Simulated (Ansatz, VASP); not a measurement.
This is a calculation of CuI for Ansatz 0.2.0.

input.yaml

```yaml
crystal:
  lattice:
    - [0.0, 3.0909562712, 3.0909562712]
    - [3.0909562712, 0.0, 3.0909562712]
    - [3.0909562712, 3.0909562712, 0.0]
  atoms:
    - { symbol: I, position: [0.0, 0.0, 0.0] }
    - { symbol: Cu, position: [0.75, 0.75, 0.75] }
hamiltonian:
  xc: pbesol
  pseudopotentials: { kind: paw_fr }
magnetization:
  noncollinear: true
  spin_orbit: true
kpoints:
  mp_grid: { grid: [8, 8, 8] }
scf:
  occupations: { method: fermi_dirac, width: 0.05 }
output:
  forces: true
  stress: true
  eigenvalues: true
```

Potentials or basis: Ansatz PAW.

Command:

```sh
$ ansatz run input.yaml --threads 2 --pin off --max-ram 5120MiB --backend cpu --events-out ev --progress --plain --runs-dir out
```

**Question.** Translate it to VASP 6.6.1. Potentials there: VASP PAW PBE potentials, release 64 (I, Cu).

**Answer.** As run (the cutoff follows the program's own potentials):

Contents of INCAR:

```
SYSTEM = CuI
ALGO = Normal
EDIFF = 1E-7
ENCUT = 520
GGA = PS
GGA_COMPAT = .FALSE.
ISIF = 2
ISMEAR = -1
LASPH = .TRUE.
LCHARG = .TRUE.
LMAXMIX = 4
LORBIT = 11
LORBMOM = .TRUE.
LREAL = .FALSE.
LSORBIT = .TRUE.
LVHAR = .TRUE.
LWAVE = .FALSE.
MAGMOM = 0 0 0 0 0 0
NBANDS = 30
NELM = 150
PREC = Accurate
SIGMA = 0.05
```

The input KPOINTS:

```
k-points
0
G
  8 8 8
  0 0 0
```

File POSCAR:

```
CuI
1.0
    0.0000000000      3.0909562712      3.0909562712
    3.0909562712      0.0000000000      3.0909562712
    3.0909562712      3.0909562712      0.0000000000
I Cu
1 1
Direct
    0.0000000000      0.0000000000      0.0000000000
    0.7500000000      0.7500000000      0.7500000000
```

Potentials or basis: VASP PAW PBE potentials, release 64 (I, Cu).

The run is started by

```bash
$ cat potpaw_PBE.64/I/POTCAR potpaw_PBE.64/Cu/POTCAR > POTCAR
$ mpirun -np 1 vasp_ncl > vasp.out
```

Both were run:

|  | VASP | Ansatz | Ansatz less VASP |
| --- | --- | --- | --- |
| pressure (GPa) | -4.2 | -4.3 | -0.08 |

VASP's potentials were made for PBE, not for PBEsol. With one functional, cell and mesh, what is left measures potentials, basis and numerics. VASP's potentials hold 18 valence electrons a cell and Ansatz's 36, so a difference there can come from the potentials and not from the codes.
